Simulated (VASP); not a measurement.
# ZnS (de600) (F-43m) in VASP: a series of runs

Runs on ZnS (de600). Level: LDA. Tasks: single point, relaxation of cell and atoms.

All numbers are computed with VASP 6.6.1; they aren't measurements. Logs are shortened: lines on timing, memory, paths and dates and some standing lists are left out, and cuts for length are marked.

**1. The cell of the first run**

The structure is cubic, space group F-43m (No. 216). The conventional cell has a = 5.296 Å, b = 5.296 Å, c = 5.296 Å, α = 90.00°, β = 90.00°, γ = 90.00°. Within 3.0 Å of Zn (site symmetry -43m) lie 4 S at 2.29 Å. S (site symmetry -43m) has 4 Zn at 2.29 Å within 3.0 Å.

**2. Single point, LDA**

INCAR

```
SYSTEM = ZnS
PREC = Accurate
ENCUT = 520
EDIFF = 1E-6
ISMEAR = 0
SIGMA = 0.02
LREAL = .False.
LASPH = .True.
NELM = 80
ALGO = Normal
ISIF = 2
LWAVE = .False.
LCHARG = .False.
GGA = CA
NBANDS = 16
```

KPOINTS

```
regular mesh
0
Gamma
  8 8 8
  0 0 0
```

POSCAR

```
ZnS
1.0
    0.0000000000      2.6482108106      2.6482108106
    2.6482108106      0.0000000000      2.6482108106
    2.6482108106      2.6482108106      0.0000000000
Zn S
1 1
Direct
    0.0000000000      0.0000000000      0.0000000000
    0.7500000000      0.7500000000      0.7500000000
```

Potentials or basis: VASP PAW LDA potentials, release 64 (Zn, S).

The run is started by

```console
$ cat potpaw_LDA.64/Zn/POTCAR potpaw_LDA.64/S/POTCAR > POTCAR
$ mpirun -np 1 vasp_std > vasp.out
```

OUTCAR:

```text
SYSTEM = ZnS
   PREC = Accurate
   ENCUT = 520
   EDIFF = 1E-6
   ISMEAR = 0
   LREAL = .False.
   LASPH = .True.
   NELM = 80
   ISIF = 2
   GGA = CA

 ion  position               nearest neighbor table
   1  0.000  0.000  0.000-   2 2.29   2 2.29   2 2.29   2 2.29
   2  0.750  0.750  0.750-   1 2.29   1 2.29   1 2.29   1 2.29

  LATTYP: Found a face centered cubic cell.
 ALAT       =     5.2964216212

  Lattice vectors:

 A1 = (   0.0000000000,   2.6482108106,   2.6482108106)
 A2 = (   2.6482108106,   0.0000000000,   2.6482108106)
 A3 = (   2.6482108106,   2.6482108106,   0.0000000000)

Analysis of symmetry for initial positions (statically):
=====================================================================
 Subroutine PRICEL returns:
 Original cell was already a primitive cell.

 Routine SETGRP: Setting up the symmetry group for a
 face centered cubic supercell.

 Subroutine GETGRP returns: Found 24 space group operations
 (whereof 24 operations were pure point group operations)
 out of a pool of 48 trial point group operations.

The static configuration has the point symmetry T_d .

Analysis of symmetry for dynamics (positions and initial velocities):
=====================================================================
 Subroutine PRICEL returns:
 Original cell was already a primitive cell.

 Routine SETGRP: Setting up the symmetry group for a
 face centered cubic supercell.

 Subroutine GETGRP returns: Found 24 space group operations
 (whereof 24 operations were pure point group operations)
 out of a pool of 48 trial point group operations.

The dynamic configuration has the point symmetry T_d .

 Subroutine INISYM returns: Found 24 space group operations
 (whereof 24 operations are pure point group operations),
 and found     1 'primitive' translations

----------------------------------------------------------------------------------------

                                     Primitive cell

  volume of cell :      37.1439

  direct lattice vectors                    reciprocal lattice vectors
     0.000000000  2.648210811  2.648210811    -0.188806721  0.188806721  0.188806721
     2.648210811  0.000000000  2.648210811     0.188806721 -0.188806721  0.188806721
     2.648210811  2.648210811  0.000000000     0.188806721  0.188806721 -0.188806721

  length of vectors
     3.745135644  3.745135644  3.745135644     0.327022834  0.327022834  0.327022834

  position of ions in fractional coordinates (direct lattice)
     0.000000000  0.000000000  0.000000000
     0.750000000  0.750000000  0.750000000

  ion indices of the primitive-cell ions
   primitive index   ion index
                 1           1
                 2           2

----------------------------------------------------------------------------------------

 KPOINTS: regular mesh

Automatic generation of k-mesh.
 Grid dimensions read from file:
 generate k-points for:    8    8    8

 Generating k-lattice:

  Cartesian coordinates                     Fractional coordinates (reciprocal lattice)
    -0.023600840  0.023600840  0.023600840     0.125000000  0.000000000  0.000000000
     0.023600840 -0.023600840  0.023600840     0.000000000  0.125000000  0.000000000
     0.023600840  0.023600840 -0.023600840     0.000000000  0.000000000  0.125000000

  Length of vectors
     0.040877854  0.040877854  0.040877854

  Shift w.r.t. Gamma in fractional coordinates (k-lattice)
     0.000000000  0.000000000  0.000000000

 Subroutine IBZKPT returns following result:
 ===========================================

 Found     29 irreducible k-points:

 Following reciprocal coordinates:
            Coordinates               Weight
  0.000000  0.000000  0.000000      1.000000
  0.125000  0.000000  0.000000      8.000000
  0.250000  0.000000  0.000000      8.000000
  0.375000  0.000000  0.000000      8.000000
  0.500000  0.000000  0.000000      4.000000
  0.125000  0.125000  0.000000      6.000000
[... 16 lines left out ...]
  0.500000  0.250000  0.125000     48.000000
 -0.375000  0.250000  0.125000     24.000000
 [... further k-points ...]
   k-points           NKPTS =     29   k-points in BZ     NKDIM =     29   number of bands    NBANDS=     16
   number of dos      NEDOS =    301   number of ions     NIONS =      2
   total plane-waves  NPLWV =  21952
   dimension x,y,z NGX =    28 NGY =   28 NGZ =   28
   dimension x,y,z NGXF=    56 NGYF=   56 NGZF=   56
   ions per type =               1   1
   NGX,Y,Z   is equivalent  to a cutoff of  12.43, 12.43, 12.43 a.u.
   NGXF,Y,Z  is equivalent  to a cutoff of  24.86, 24.86, 24.86 a.u.
 SYSTEM =  ZnS
   PREC   = accura    normal or accurate (medium, high low for compatibility)
   ISTART =      0    job   : 0-new  1-cont  2-samecut
   ICHARG =      2    charge: 1-file 2-atom 10-const
   ISPIN  =      1    spin polarized calculation?
   LNONCOLLINEAR =      F non collinear calculations
   LSORBIT =      F    spin-orbit coupling
   LASPH  =      T    aspherical Exc in radial PAW
   ENCUT  =  520.0 eV  38.22 Ry    6.18 a.u.   6.96  6.96  6.96*2*pi/ulx,y,z
   NELM   =     80;   NELMIN=  2; NELMDL= -5     # of ELM steps
   EDIFF  = 0.1E-05   stopping-criterion for ELM
   LREAL  =      F    real-space projection
   EDIFFG = 0.1E-04   stopping-criterion for IOM
   NSW    =      0    number of steps for IOM
   IBRION =     -1    ionic relax: 0-MD 1-quasi-New 2-CG
   NFREE  =      0    steps in history (QN), initial steepest desc. (CG)
   ISIF   =      2    stress and relaxation
   ISYM   =      2    0-nonsym 1-usesym 2-fastsym
   POTIM  = 0.5000    time-step for ionic-motion
   TEBEG  =    0.0;   TEEND  =   0.0 temperature during run
   PSTRESS=    0.0 pullay stress
   NELECT =      18.0000    total number of electrons
   NUPDOWN=      -1.0000    fix difference up-down
   EMIN   =  10.00;   EMAX   =-10.00  energy-range for DOS
   EFERMI =   0.00;   METHOD = LEGACY
   ISMEAR =     0;   SIGMA  =   0.02  broadening in eV -4-tet -1-fermi 0-gaus
   EFERMI_NEDOS =   21; number of points for ismear=-14 and -15
   IALGO  =     38    algorithm
   IMIX   =      4    mixing-type and parameters
     AMIX     =   0.40;   BMIX     =  1.00
     AMIX_MAG =   1.60;   BMIX_MAG =  1.00
  volume/ion in A,a.u.               =      18.57       125.33
  Fermi-wavevector in a.u.,A,eV,Ry     =   1.285888  2.429976 22.497338  1.653508
  Thomas-Fermi vector in A             =   2.417995
   LORBIT       =      0    0 simple, 1 ext, 2 COOP (PROOUT), +10 PAW based schemes
   GGA     = CA    functional components
   LHFCALC =     F    Hartree Fock is set to
   AEXX    =    0.0000 exact exchange contribution
   IVDW    =     0    specifies the selected vdW correction
   LEPSILON=     F    determine dielectric tensor
   LRPA    =     F    only Hartree local field effects (RPA)
 non-spin polarized calculation
 Gauss-broadening in eV      SIGMA  =   0.02
  energy-cutoff  :      520.00
  volume of cell :       37.14
 maximum number of plane-waves:      1012
   NGX = 13   NGY = 13   NGZ = 13

 number of electron      18.0000014 magnetization

 Free energy of the ion-electron system (eV)
  ---------------------------------------------------
  ext. energy  EPLUGINS =         0.00000000
  ---------------------------------------------------
  free energy    TOTEN  =        -8.20750713 eV

  energy without entropy =       -8.20750713  energy(sigma->0) =       -8.20750713

 E-fermi :   2.6276     XC(G=0): -10.3173

 val. band max:        2.5158531413   @ k =   0.0000   0.0000   0.0000
 cond. band min:       4.6768797646   @ k =   0.0000   0.0000   0.0000
 fundamental gap:      2.1610266234
 Fermi energy:         2.6275684681

 k-point     1 :       0.0000    0.0000    0.0000
  band No.  band energies     occupation
      1     -11.0333      2.00000
      2      -4.2420      2.00000
      3      -4.2420      2.00000
      4      -4.2420      2.00000
      5      -3.6886      2.00000
      6      -3.6886      2.00000
[... 8 lines left out ...]
     15      14.3421      0.00000
     16      14.3765      0.00000

 k-point     2 :       0.1250    0.0000    0.0000
  band No.  band energies     occupation
      1     -10.9012      2.00000
      2      -4.2457      2.00000
      3      -4.2185      2.00000
      4      -4.2185      2.00000
      5      -3.6907      2.00000
      6      -3.6907      2.00000
[... 8 lines left out ...]
     15      13.6742      0.00000
     16      15.1587      0.00000

 k-point     3 :       0.2500    0.0000    0.0000
  band No.  band energies     occupation
      1     -10.5531      2.00000
      2      -4.2087      2.00000
      3      -4.1675      2.00000
      4      -4.1675      2.00000
      5      -3.6873      2.00000
      6      -3.6873      2.00000
[... 8 lines left out ...]
     15      13.4562      0.00000
     16      14.5908      0.00000

 k-point     4 :       0.3750    0.0000    0.0000
  band No.  band energies     occupation
      1     -10.1516      2.00000
      2      -4.1279      2.00000
      3      -4.1279      2.00000
      4      -3.9903      2.00000
      5      -3.6677      2.00000
      6      -3.6677      2.00000
[... 8 lines left out ...]
     15      14.6423      0.00000
     16      14.6423      0.00000

 k-point     5 :       0.5000    0.0000    0.0000
  band No.  band energies     occupation
      1      -9.9644      2.00000
      2      -4.1157      2.00000
      3      -4.1157      2.00000
      4      -3.6537      2.00000
      5      -3.6537      2.00000
      6      -3.4688      2.00000
[... 8 lines left out ...]
     15      16.0630      0.00000
     16      16.0630      0.00000

 k-point     6 :       0.1250    0.1250    0.0000
  band No.  band energies     occupation
      1     -10.8571      2.00000
      2      -4.2694      2.00000
      3      -4.1989      2.00000
      4      -4.1989      2.00000
      5      -3.7085      2.00000
      6      -3.6757      2.00000
[... 8 lines left out ...]
     15      14.5491      0.00000
     16      15.7506      0.00000

 k-point     7 :       0.2500    0.1250    0.0000
  band No.  band energies     occupation
      1     -10.5799      2.00000
      2      -4.2683      2.00000
      3      -4.1455      2.00000
      4      -4.1449      2.00000
      5      -3.7182      2.00000
      6      -3.6640      2.00000
[... 8 lines left out ...]
     15      14.5025      0.00000
     16      16.1821      0.00000

 k-point     8 :       0.3750    0.1250    0.0000
  band No.  band energies     occupation
      1     -10.1898      2.00000
      2      -4.1776      2.00000
      3      -4.0971      2.00000
      4      -4.0539      2.00000
      5      -3.6887      2.00000
      6      -3.6503      2.00000
[... 8 lines left out ...]
     15      15.3089      0.00000
     16      15.5586      0.00000

 k-point     9 :       0.5000    0.1250    0.0000
  band No.  band energies     occupation
      1      -9.9191      2.00000
      2      -4.1216      2.00000
      3      -4.0803      2.00000
      4      -3.7730      2.00000
      5      -3.6502      2.00000
      6      -3.5171      2.00000
[... 8 lines left out ...]
     15      16.0822      0.00000
     16      16.0923      0.00000
[... 172 lines left out ...]
 k-point    19 :       0.5000    0.3750    0.0000
  band No.  band energies     occupation
      1      -9.6647      2.00000
      2      -4.2685      2.00000
      3      -3.8967      2.00000
      4      -3.8784      2.00000
      5      -3.6161      2.00000
      6      -3.4714      2.00000
[... 8 lines left out ...]
     15      16.3669      0.00000
     16      17.5759      0.00000

 k-point    20 :      -0.3750    0.3750    0.0000
  band No.  band energies     occupation
      1      -9.6307      2.00000
      2      -4.1762      2.00000
      3      -3.9271      2.00000
      4      -3.8100      2.00000
      5      -3.6485      2.00000
      6      -3.2798      2.00000
[... 8 lines left out ...]
     15      15.0531      0.00000
     16      18.5976      0.00000

 k-point    21 :       0.5000    0.5000    0.0000
  band No.  band energies     occupation
      1      -9.6032      2.00000
      2      -4.3169      2.00000
      3      -3.8588      2.00000
      4      -3.8588      2.00000
      5      -3.6008      2.00000
      6      -3.4422      2.00000
[... 8 lines left out ...]
     15      16.3606      0.00000
     16      17.2022      0.00000

 k-point    22 :       0.3750    0.2500    0.1250
  band No.  band energies     occupation
      1     -10.2785      2.00000
      2      -4.2388      2.00000
      3      -4.0980      2.00000
      4      -4.0691      2.00000
      5      -3.7170      2.00000
      6      -3.6445      2.00000
[... 8 lines left out ...]
     15      15.4096      0.00000
     16      17.7760      0.00000

 k-point    23 :       0.5000    0.2500    0.1250
  band No.  band energies     occupation
      1      -9.9413      2.00000
      2      -4.1314      2.00000
      3      -4.0663      2.00000
      4      -3.9248      2.00000
      5      -3.6705      2.00000
      6      -3.6083      2.00000
[... 8 lines left out ...]
     15      16.4298      0.00000
     16      17.0068      0.00000

 k-point    24 :      -0.3750    0.2500    0.1250
  band No.  band energies     occupation
      1      -9.7886      2.00000
      2      -4.1093      2.00000
      3      -4.0400      2.00000
      4      -3.7624      2.00000
      5      -3.6752      2.00000
      6      -3.3763      2.00000
[... 8 lines left out ...]
     15      16.0552      0.00000
     16      16.9781      0.00000

 [... further k-points ...]
[... 5 lines left out ...]
  --------------------------------------------------------------------------------------
  -------------------------------------------------------------------------------------
  Total        0.0582386      0.0582386      0.0582386     -0.0000000      0.0000000     -0.0000000
  in kB        2.5120822      2.5120822      2.5120822     -0.0000000      0.0000000     -0.0000000
  external PRESSURE =       2.5120822 kB  Pullay stress =       0.0000000 kB

 VOLUME and BASIS-vectors are now :
 -----------------------------------------------------------------------------
  energy-cutoff  :      520.00
  volume of cell :       37.14
      direct lattice vectors                 reciprocal lattice vectors
     0.000000000  2.648210811  2.648210811    -0.188806721  0.188806721  0.188806721
     2.648210811  0.000000000  2.648210811     0.188806721 -0.188806721  0.188806721
     2.648210811  2.648210811  0.000000000     0.188806721  0.188806721 -0.188806721

 POSITION                                       TOTAL-FORCE (eV/Angst)
 -----------------------------------------------------------------------------------
      0.00000      0.00000      0.00000         0.000000      0.000000      0.000000
      3.97232      3.97232      3.97232        -0.000000     -0.000000     -0.000000
 -----------------------------------------------------------------------------------
    total drift:                               -0.000001     -0.000001     -0.000001

  FREE ENERGIE OF THE ION-ELECTRON SYSTEM (eV)
  ---------------------------------------------------
  free  energy   TOTEN  =        -8.2075071259 eV

  energy  without entropy=       -8.2075071259  energy(sigma->0) =       -8.20750713
```

Wall time 31 s (1 thread of AMD EPYC 7R13, shared host); peak memory 0.11 GiB.

What came out:

```
Free energy            : -8.2075 eV
Pressure               : 0.3 GPa
Band gap on the k mesh : 2.16 eV, direct
```

As with any semilocal functional, this LDA gap is likely too small.

**3. Relaxation of cell and atoms, LDA**

This run uses another cell than the first one, of 19.55 Å³/atom, 1.052 times its volume.

INCAR

```
ALGO = Normal
EDIFF = 1E-7
EDIFFG = -0.002
ENCUT = 600
IBRION = 2
ISIF = 3
ISMEAR = 0
LASPH = True
LCHARG = False
LREAL = False
LWAVE = False
NELM = 80
NSW = 100
PREC = Accurate
SIGMA = 0.02
```

KPOINTS

```
k-points
0
Gamma
  8 8 8
```

POSCAR

```
ZnS
1.0
    0.0000000000      2.6936828800      2.6936828800
    2.6936828800      0.0000000000      2.6936828800
    2.6936828800      2.6936828800      0.0000000000
Zn S
1 1
Direct
    0.0000000000      0.0000000000      0.0000000000
    0.7500000000      0.7500000000      0.7500000000
```

Potentials or basis: VASP PAW LDA potentials, release 64 (Zn, S).

The run is started by

```console
$ cat potpaw_LDA.64/Zn/POTCAR potpaw_LDA.64/S/POTCAR > POTCAR
$ mpirun -np 1 vasp_std > vasp.out
```

Run time: 72 s. Hardware: 1 thread of AMD EPYC 7R13, shared host; peak memory 0.13 GiB.

The run converged. Its results:

```yaml
Free_energy: -8.2082 eV
Relaxed_volume: 18.63 Å³/atom
Relaxed_cell: a = 3.749 Å, b = 3.749 Å, c = 3.749 Å, α = 60.00°, β = 60.00°, γ = 60.00°
Space_group_after_relaxing_to_0.05_Å: F-43m (No. 216)
Energy_gained_by_relaxing: 11.1 meV/atom
Ionic_steps: 3
Pressure_after_relaxing: 0.0 GPa
Band_gap_on_the_k_mesh: 2.15 eV, direct
```

Step by step:
```csv
step,energy change (eV),largest force (eV/Å),pressure (GPa),volume (Å³)
1,0.0000,0.0000,-3.73,39.09
2,-0.0187,0.0000,1.70,36.57
3,-0.0222,0.0000,-0.01,37.26
```

Final structure:
```
CELL_PARAMETERS angstrom
0.00000 2.65097 2.65097
2.65097 0.00000 2.65097
2.65097 2.65097 0.00000
ATOMIC_POSITIONS crystal
Zn 0.00000 0.00000 0.00000
S 0.75000 0.75000 0.75000
```

Levels at points of the mesh, in eV from the valence-band top:
```csv
k point,band 5,band 6,band 7,band 8,band 9,band 10,band 11,band 12,band 13
"(0.00, 0.00, 0.00)",-6.19,-6.19,0.00,0.00,0.00,2.15,6.21,6.21,6.21
"(0.50, 0.00, 0.00)",-6.16,-5.97,-5.76,-0.96,-0.96,3.23,6.76,6.76,8.84
"(0.50, 0.50, 0.00)",-6.11,-5.95,-4.90,-2.46,-2.46,3.06,3.89,11.14,12.18
```

LDA gaps usually lie below the measured ones, often by a third to a half.
